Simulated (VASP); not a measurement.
# Al (Fm-3m) in VASP: further runs

Al is run at these levels: LDA; tasks: relaxation of cell and atoms, single point.

Program: VASP 6.6.1. These are calculated values, not measurements. Logs are shortened: lines on timing, memory, paths and dates and some standing lists are left out, and cuts for length are marked.

### Step 1. The cell of the first run

Symmetry: Fm-3m, No. 225, cubic system. The conventional cell has a = 4.040 Å, b = 4.040 Å, c = 4.040 Å, α = 90.00°, β = 90.00°, γ = 90.00°. Al (site symmetry m-3m) has 12 Al at 2.86 Å within 3.8 Å.

### Step 2. Relaxation of cell and atoms, LDA

The input, INCAR:

```
SYSTEM = Al
ALGO     = Normal         ! electronic algorithm
EDIFF    = 1E-6           ! SCF threshold, eV
EDIFFG   = -0.005         ! ionic threshold
ENCUT    = 600            ! plane-wave cutoff, eV
IBRION   = 2              ! ionic algorithm
ISIF     = 3              ! what is computed and relaxed
ISMEAR   = 1              ! smearing method
LASPH    = .True.         ! aspherical terms in the spheres
LCHARG   = .False.        ! write CHGCAR
LREAL    = .False.        ! projectors in reciprocal space
LWAVE    = .False.        ! write WAVECAR
NELM     = 100            ! most SCF steps
NSW      = 80             ! ionic steps
PREC     = Accurate       ! precision mode
SIGMA    = 0.1            ! smearing width, eV
```

The input, KPOINTS:

```
k-points
0
Gamma
  24 24 24
  0 0 0
```

The input, POSCAR:

```
Al
1.0
    0.0000000000      2.0200000000      2.0200000000
    2.0200000000      0.0000000000      2.0200000000
    2.0200000000      2.0200000000      0.0000000000
Al
1
Direct
    0.0000000000      0.0000000000      0.0000000000
```

Potentials or basis: VASP PAW LDA potentials, release 64 (Al).

Started as:

```sh
$ cat potpaw_LDA.64/Al/POTCAR > POTCAR
$ mpirun -np 1 vasp_std > vasp.out
```

OUTCAR:

```text
SYSTEM = Al
   EDIFF = 1E-6
   EDIFFG = -0.005
   ENCUT = 600
   IBRION = 2
   ISIF = 3
   ISMEAR = 1
   LASPH = .True.
   LREAL = .False.
   NELM = 100
   NSW = 80
   PREC = Accurate

 ion  position               nearest neighbor table
   1  0.000  0.000  0.000-

  LATTYP: Found a face centered cubic cell.
 ALAT       =     4.0400000000

  Lattice vectors:

 A1 = (   0.0000000000,   2.0200000000,   2.0200000000)
 A2 = (   2.0200000000,   0.0000000000,   2.0200000000)
 A3 = (   2.0200000000,   2.0200000000,   0.0000000000)

Analysis of symmetry for initial positions (statically):
=====================================================================
 Subroutine PRICEL returns:
 Original cell was already a primitive cell.

 Routine SETGRP: Setting up the symmetry group for a
 face centered cubic supercell.

 Subroutine GETGRP returns: Found 48 space group operations
 (whereof 48 operations were pure point group operations)
 out of a pool of 48 trial point group operations.

The static configuration has the point symmetry O_h .

Analysis of symmetry for dynamics (positions and initial velocities):
=====================================================================
 Subroutine PRICEL returns:
 Original cell was already a primitive cell.

 Routine SETGRP: Setting up the symmetry group for a
 face centered cubic supercell.

 Subroutine GETGRP returns: Found 48 space group operations
 (whereof 48 operations were pure point group operations)
 out of a pool of 48 trial point group operations.

The dynamic configuration has the point symmetry O_h .

 Subroutine INISYM returns: Found 48 space group operations
 (whereof 48 operations are pure point group operations),
 and found     1 'primitive' translations

----------------------------------------------------------------------------------------

                                     Primitive cell

  volume of cell :      16.4848

  direct lattice vectors                    reciprocal lattice vectors
     0.000000000  2.020000000  2.020000000    -0.247524752  0.247524752  0.247524752
     2.020000000  0.000000000  2.020000000     0.247524752 -0.247524752  0.247524752
     2.020000000  2.020000000  0.000000000     0.247524752  0.247524752 -0.247524752

  length of vectors
     2.856711396  2.856711396  2.856711396     0.428725447  0.428725447  0.428725447

  position of ions in fractional coordinates (direct lattice)
     0.000000000  0.000000000  0.000000000

  ion indices of the primitive-cell ions
   primitive index   ion index
                 1           1

----------------------------------------------------------------------------------------

 KPOINTS: k-points

Automatic generation of k-mesh.
 Grid dimensions read from file:
 generate k-points for:   24   24   24

 Generating k-lattice:

  Cartesian coordinates                     Fractional coordinates (reciprocal lattice)
    -0.010313531  0.010313531  0.010313531     0.041666667  0.000000000  0.000000000
     0.010313531 -0.010313531  0.010313531     0.000000000  0.041666667  0.000000000
     0.010313531  0.010313531 -0.010313531     0.000000000  0.000000000  0.041666667

  Length of vectors
     0.017863560  0.017863560  0.017863560

  Shift w.r.t. Gamma in fractional coordinates (k-lattice)
     0.000000000  0.000000000  0.000000000

 Subroutine IBZKPT returns following result:
 ===========================================

 Found    413 irreducible k-points:

 Following reciprocal coordinates:
            Coordinates               Weight
  0.000000  0.000000  0.000000      1.000000
  0.041667  0.000000  0.000000      8.000000
  0.083333  0.000000  0.000000      8.000000
  0.125000  0.000000  0.000000      8.000000
  0.166667  0.000000  0.000000      8.000000
  0.208333  0.000000  0.000000      8.000000
[... 16 lines left out ...]
  0.416667  0.041667  0.000000     24.000000
  0.458333  0.041667  0.000000     24.000000
 [... further k-points ...]
   k-points           NKPTS =    413   k-points in BZ     NKDIM =    413   number of bands    NBANDS=      5
   number of dos      NEDOS =    301   number of ions     NIONS =      1
   total plane-waves  NPLWV =  13824
   dimension x,y,z NGX =    24 NGY =   24 NGZ =   24
   dimension x,y,z NGXF=    48 NGYF=   48 NGZF=   48
   ions per type =               1
   NGX,Y,Z   is equivalent  to a cutoff of  13.97, 13.97, 13.97 a.u.
   NGXF,Y,Z  is equivalent  to a cutoff of  27.93, 27.93, 27.93 a.u.
 SYSTEM =  Al
   PREC   = accura    normal or accurate (medium, high low for compatibility)
   ISTART =      0    job   : 0-new  1-cont  2-samecut
   ICHARG =      2    charge: 1-file 2-atom 10-const
   ISPIN  =      1    spin polarized calculation?
   LNONCOLLINEAR =      F non collinear calculations
   LSORBIT =      F    spin-orbit coupling
   LASPH  =      T    aspherical Exc in radial PAW
   ENCUT  =  600.0 eV  44.10 Ry    6.64 a.u.   5.71  5.71  5.71*2*pi/ulx,y,z
   NELM   =    100;   NELMIN=  2; NELMDL= -5     # of ELM steps
   EDIFF  = 0.1E-05   stopping-criterion for ELM
   LREAL  =      F    real-space projection
   EDIFFG = -.5E-02   stopping-criterion for IOM
   NSW    =     80    number of steps for IOM
   IBRION =      2    ionic relax: 0-MD 1-quasi-New 2-CG
   NFREE  =      1    steps in history (QN), initial steepest desc. (CG)
   ISIF   =      3    stress and relaxation
   ISYM   =      2    0-nonsym 1-usesym 2-fastsym
   POTIM  = 0.5000    time-step for ionic-motion
   TEBEG  =    0.0;   TEEND  =   0.0 temperature during run
   PSTRESS=    0.0 pullay stress
   NELECT =       3.0000    total number of electrons
   NUPDOWN=      -1.0000    fix difference up-down
   EMIN   =  10.00;   EMAX   =-10.00  energy-range for DOS
   EFERMI =   0.00;   METHOD = LEGACY
   ISMEAR =     1;   SIGMA  =   0.10  broadening in eV -4-tet -1-fermi 0-gaus
   EFERMI_NEDOS =   21; number of points for ismear=-14 and -15
   IALGO  =     38    algorithm
   IMIX   =      4    mixing-type and parameters
     AMIX     =   0.40;   BMIX     =  1.00
     AMIX_MAG =   1.60;   BMIX_MAG =  1.00
  volume/ion in A,a.u.               =      16.48       111.25
  Fermi-wavevector in a.u.,A,eV,Ry     =   0.927728  1.753151 11.710246  0.860679
  Thomas-Fermi vector in A             =   2.053828
   LORBIT       =      0    0 simple, 1 ext, 2 COOP (PROOUT), +10 PAW based schemes
   GGA     = CA    functional components
   LHFCALC =     F    Hartree Fock is set to
   AEXX    =    0.0000 exact exchange contribution
   IVDW    =     0    specifies the selected vdW correction
   LEPSILON=     F    determine dielectric tensor
   LRPA    =     F    only Hartree local field effects (RPA)
 conjugate gradient relaxation of ions
 non-spin polarized calculation
 Methfessel and Paxton  Order N= 1 SIGMA  =   0.10
  energy-cutoff  :      600.00
  volume of cell :       16.48
 maximum number of plane-waves:       568
   NGX = 11   NGY = 11   NGZ = 11

--------------------------------------- Ionic step        1  -------------------------------------------

 number of electron       3.0000000 magnetization

 Free energy of the ion-electron system (eV)
  ---------------------------------------------------
  ext. energy  EPLUGINS =         0.00000000
  ---------------------------------------------------
  free energy    TOTEN  =        -4.18293902 eV

  energy without entropy =       -4.18281231  energy(sigma->0) =       -4.18289678

------------------------ aborting loop because EDIFF is reached ----------------------------------------

  FORCE on cell =-STRESS in cart. coord.  units (eV):
  Direction    XX          YY          ZZ          XY          YZ          ZX
  --------------------------------------------------------------------------------------
  -------------------------------------------------------------------------------------
  Total       -0.3293259     -0.3293259     -0.3293259      0.0000000      0.0000000     -0.0000000
  in kB      -32.0075412    -32.0075412    -32.0075412      0.0000000      0.0000000     -0.0000000
  external PRESSURE =     -32.0075412 kB  Pullay stress =       0.0000000 kB
[... 55 lines left out ...]
  energy  without entropy=       -4.1899759601  energy(sigma->0) =       -4.18998282

--------------------------------------- Ionic step        3  -------------------------------------------

 number of electron       3.0000000 magnetization

 Free energy of the ion-electron system (eV)
  ---------------------------------------------------
  ext. energy  EPLUGINS =         0.00000000
  ---------------------------------------------------
  free energy    TOTEN  =        -4.19010364 eV

  energy without entropy =       -4.19007317  energy(sigma->0) =       -4.19009348

 E-fermi :   8.2582     XC(G=0): -10.5065

 val. band max:        8.2344753644   @ k =  -0.4167   0.3750   0.0000
 cond. band min:       8.2654881727   @ k =  -0.3333   0.3750   0.0417
 fundamental gap:      0.0310128082
 Fermi energy:         8.2581547112

 k-point     1 :       0.0000    0.0000    0.0000
  band No.  band energies     occupation
      1      -3.1528      2.00000
      2      21.0606      0.00000
      3      21.0606      0.00000
      4      21.0606      0.00000
      5      22.7200      0.00000

 k-point     2 :       0.0417    0.0000    0.0000
  band No.  band energies     occupation
      1      -3.1043      2.00000
      2      20.0793      0.00000
      3      20.8799      0.00000
      4      20.8799      0.00000
      5      22.9760      0.00000
[... 169 lines left out ...]
 k-point    24 :       0.4583    0.0417    0.0000
  band No.  band energies     occupation
      1       2.2934      2.00000
      2       5.2624      2.00000
      3      18.7058      0.00000
      4      19.2286      0.00000
      5      19.9603      0.00000

 [... further k-points ...]
[... 5 lines left out ...]
  --------------------------------------------------------------------------------------
  -------------------------------------------------------------------------------------
  Total        0.0003285      0.0003285      0.0003285     -0.0000000      0.0000000     -0.0000000
  in kB        0.0333178      0.0333178      0.0333178     -0.0000000      0.0000000     -0.0000000
  external PRESSURE =       0.0333178 kB  Pullay stress =       0.0000000 kB
[... 16 lines left out ...]
  FREE ENERGIE OF THE ION-ELECTRON SYSTEM (eV)
  ---------------------------------------------------
  free  energy   TOTEN  =        -4.1901036437 eV

  energy  without entropy=       -4.1900731673  energy(sigma->0) =       -4.19009348

 reached required accuracy - stopping structural energy minimisation
```

Run time: 30 s. Hardware: 1 thread of AMD EPYC 9R14 (Zen 4), shared host; peak memory 0.13 GiB.

What came out:

```yaml
Free_energy: -4.1901 eV
Relaxed_volume: 15.80 Å³/atom
Relaxed_cell: a = 2.816 Å, b = 2.816 Å, c = 2.816 Å, α = 60.00°, β = 60.00°, γ = 60.00°
Space_group_after_relaxing_to_0.05_Å: Fm-3m (No. 225)
Energy_gained_by_relaxing: 7.2 meV/atom
Ionic_steps: 3
Pressure_after_relaxing: 0.0 GPa
```

Step by step:
```tsv
step	energy change (eV)	largest force (eV/Å)	pressure (GPa)	volume (Å³)
1	0.0000	0.0000	-3.20	16.48
2	-0.0070	0.0000	0.45	15.71
3	-0.0072	0.0000	0.00	15.80
```

Final structure:
```
Al
1.0
     0.00000    1.99143    1.99143
     1.99143    0.00000    1.99143
     1.99143    1.99143    0.00000
Al
1
Direct
  0.00000 0.00000 0.00000
```

### Step 3. Single point, LDA

This run uses another cell than the first one, of 15.78 Å³/atom, 0.957 times its volume.

The input, INCAR:

```
PREC     = Accurate       # precision mode
ENCUT    = 520            # plane-wave cutoff, eV
EDIFF    = 1E-7           # SCF threshold, eV
ISMEAR   = 1              # smearing method
SIGMA    = 0.1            # smearing width, eV
LREAL    = False          # projectors in reciprocal space
LASPH    = True           # aspherical terms in the spheres
NELM     = 80             # most SCF steps
ALGO     = Fast           # electronic algorithm
ISIF     = 2              # what is computed and relaxed
LWAVE    = False          # write WAVECAR
LCHARG   = False          # write CHGCAR
NBANDS   = 8              # bands
```

The input, KPOINTS:

```
regular mesh
0
Gamma
  24 24 24
```

The input, POSCAR:

```
Al
1.0
    0.0000000000      1.9908589554      1.9908589554
    1.9908589554      0.0000000000      1.9908589554
    1.9908589554      1.9908589554      0.0000000000
Al
1
Direct
    0.0000000000      0.0000000000      0.0000000000
```

Potentials or basis: VASP PAW LDA potentials, release 64 (Al).

Started as:

```sh
$ cat potpaw_LDA.64/Al/POTCAR > POTCAR
$ mpirun -np 1 vasp_std > vasp.out
```

Wall time 41 s (1 thread of AMD EPYC 7R13 (Zen 3), shared host); peak memory 0.13 GiB.

Results (log left out):

* Free energy: -4.1900 eV
* Pressure: 0.1 GPa

Levels at points of the mesh, in eV from the Fermi level:
```tsv
k point	band 1	band 2	band 3	band 4
(0.00, 0.00, 0.00)	-11.42	12.81	12.81	12.81
(0.50, 0.00, 0.00)	-4.73	-4.46	11.63	11.63
(0.50, 0.50, 0.00)	-3.01	-1.63	5.30	5.74
```
